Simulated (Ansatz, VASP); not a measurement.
**Two plane-wave programs on SrGaGe**

The input INCAR:

```
SYSTEM = SrGaGe
PREC = Accurate ; ENCUT = 520
EDIFF = 1E-7 ; ISMEAR = 0
SIGMA = 0.15 ; LREAL = .False.
LASPH = .True. ; NELM = 80
ALGO = Normal ; ISIF = 2
LWAVE = .False. ; LCHARG = .False.
GGA = CA ; NBANDS = 26
```

File KPOINTS:

```
regular mesh
0
Gamma
  8 8 6
  0 0 0
```

File POSCAR:

```
SrGaGe
1.0
    4.2694062100      0.0000000000      0.0000000000
   -2.1347031000      3.6974142300      0.0000000000
    0.0000000000      0.0000000000      4.7116895000
Sr Ga Ge
1 1 1
Direct
    0.0000000000      0.0000000000      0.0000000000
    0.3333333333      0.6666666667      0.5000000000
    0.6666666667      0.3333333333      0.5000000000
```

Input for Ansatz:

```yaml
crystal:
  lattice:
    - [4.26940621, 0.0, 0.0]
    - [-2.1347031, 3.69741423, 0.0]
    - [0.0, 0.0, 4.7116895]
  atoms:
    - { symbol: Sr, position: [0.0, 0.0, 0.0] }
    - { symbol: Ga, position: [0.33333333333333337, 0.6666666666666666, 0.5] }
    - { symbol: Ge, position: [0.6666666666666667, 0.3333333333333333, 0.5] }
kpoints:
  mp_grid:
    grid: [8, 8, 6]
hamiltonian:
  xc: lda
  pseudopotentials:
    kind: paw
scf:
  convergence:
    dr2_threshold: 1.0e-08
  occupations:
    method: gaussian
    width: 0.15
output:
  forces: true
  stress: true
  eigenvalues: true
```

Alike in both runs: task single point; functional LDA; k mesh 8 × 8 × 6; occupations gaussian, width 0.15 eV; no spin polarisation.

|  | VASP | Ansatz |
| --- | --- | --- |
| version | VASP 6.6.1 | Ansatz 0.2.0 |
| potentials or method | VASP PAW LDA potentials, release 64 (Sr_sv, Ga_d, Ge_d) | plane waves, PAW |
| plane-wave cutoff (eV) | 520 | 420 |
| valence electrons in the cell | 37 | 37 |

Ansatz gave:

| Item | Value |
| --- | --- |
| gap on the k mesh at the Fermi level (eV) | none |
| pressure (GPa) | -3.0 |
| traceless stress, the component that is largest in VASP (GPa) | -0.08 |

Task: Estimate VASP's values.

Result: gap on the k mesh at the Fermi level (eV): none; pressure (GPa): -2.9; traceless stress, the component that is largest in VASP (GPa): -0.12.

LDA's correlation is that of Perdew and Zunger in VASP and of Perdew and Wang (1992) in Ansatz. A gap of «none» marks a metal or a gap that the smearing closes. Ansatz's warnings: stress scf threshold loose.
